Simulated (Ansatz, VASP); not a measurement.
C: VASP beside Ansatz

```
CELL_PARAMETERS angstrom
1.22278 2.11665 0.00000
1.22278 -2.11665 0.00000
0.00000 0.00000 -6.71950
ATOMIC_POSITIONS crystal
C 0.20214 0.79786 0.00000
C 0.63127 0.36873 0.50000
C 0.86873 0.13127 0.00000
C 0.29786 0.70214 0.50000
```

Change from the starting cell: mode 1 (-37.7 1/cm) frozen in, largest displacement +0.150 Å.

Alike in both runs: task single point; functional LDA; k mesh 16 × 16 × 6; occupations gaussian, width 0.03 eV; no spin polarisation.

|  | VASP | Ansatz |
| --- | --- | --- |
| version | VASP 6.6.1 | Ansatz 0.2.0 |
| potentials or method | VASP PAW LDA potentials, release 64 (C), cutoff 520 eV | scalar-relativistic, plane waves, PAW |
| valence electrons in the cell | 16 | 16 |

Ansatz gave:

| Property | Result |
| --- | --- |
| gap on the k mesh at the Fermi level (eV) | 0.28 |
| least direct gap on the mesh (eV) | 0.32 |
| pressure (GPa) | 0.0 |
| traceless stress, the component that is largest in VASP (GPa) | 0.00 |
| rms of the force components (eV/Å) | 0.014 |

Problem. Estimate VASP's values.

Solution. gap on the k mesh at the Fermi level (eV): 0.28; least direct gap on the mesh (eV): 0.32; pressure (GPa): 0.8; traceless stress, the component that is largest in VASP (GPa): -0.93; rms of the force components (eV/Å): 0.014.

LDA's correlation is that of Perdew and Zunger in VASP and of Perdew and Wang (1992) in Ansatz. Atom by atom the forces differ by 0.000 eV/Å (rms over components).
